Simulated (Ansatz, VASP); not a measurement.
**One calculation of TiPt3, two programs**

```
Pt Ti
1.0
     3.89934    0.00000    0.00000
     0.00000    3.89934    0.00000
     0.00000    0.00000    3.89934
Pt Ti
3 1
Direct
  0.00000 0.50000 0.50000
  0.50000 0.00000 0.50000
  0.50000 0.50000 0.00000
  0.00000 0.00000 0.00000
```

Alike in both runs: functional PBEsol; k mesh 12 × 12 × 12; occupations gaussian, width 0.1 eV; no spin polarisation.

Ansatz relaxed the structure, and its values are those at the end. VASP's run is a single point on that final structure, the one shown.

```csv
,VASP,Ansatz
version,VASP 6.6.1,Ansatz 0.2.0
potentials or method,"VASP PAW PBE potentials, release 64 (Pt, Ti_sv), cutoff 520 eV","scalar-relativistic, plane waves, PAW"
valence electrons in the cell,42,66
```

```csv
,VASP,Ansatz,Ansatz less VASP
gap on the k mesh at the Fermi level (eV),none,none,-
pressure (GPa),-0.3,0.0,+0.28
```

VASP's potentials were made for PBE, not for PBEsol. A gap of «none» marks a metal or a gap that the smearing closes. With one functional, cell and mesh, what is left measures potentials, basis and numerics. VASP's potentials hold 42 valence electrons a cell and Ansatz's 66, so a difference there can come from the potentials and not from the codes.

Spin-orbit coupling is off throughout.
